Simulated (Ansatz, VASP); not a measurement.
CdSe4: VASP beside Ansatz

```
Cd Se
1.0
     6.45597    0.00000   -0.22268
     0.00000    5.57451    0.00000
    -1.72523    0.00000    8.49885
Cd Se
2 8
Direct
  0.00000 0.50000 0.50000
  0.00000 0.00000 0.00000
  0.66280 0.42035 0.08602
  0.33720 0.57965 0.91398
  0.19530 0.20948 0.80459
  0.80470 0.79052 0.19541
  0.33720 0.92035 0.41398
  0.66280 0.07965 0.58602
  0.80470 0.70948 0.69541
  0.19530 0.29052 0.30459
```

Alike in both runs: functional PBE; k mesh 3 × 3 × 2; occupations gaussian, width 0.2 eV; no spin polarisation.

Ansatz relaxed the structure, and its values are those at the end. VASP's run is a single point on that final structure, the one shown.

|  | VASP | Ansatz |
| --- | --- | --- |
| version | VASP 6.6.1 | Ansatz 0.2.0 |
| potentials or method | VASP PAW PBE potentials, release 64 (Cd, Se), cutoff 520 eV | scalar-relativistic, plane waves, PAW |
| valence electrons in the cell | 72 | 168 |

|  | VASP | Ansatz | Ansatz less VASP |
| --- | --- | --- | --- |
| gap on the k mesh at the Fermi level (eV) | 0.73 | 0.73 | +0.001 |
| least direct gap on the mesh (eV) | 0.75 | 0.75 | +0.001 |
| pressure (GPa) | -0.1 | -0.2 | -0.15 |
| rms of the force components (eV/Å) | 0.019 | 0.025 | +0.0059 |

VASP's potentials hold 72 valence electrons a cell and Ansatz's 168, so a difference there can come from the potentials and not from the codes.
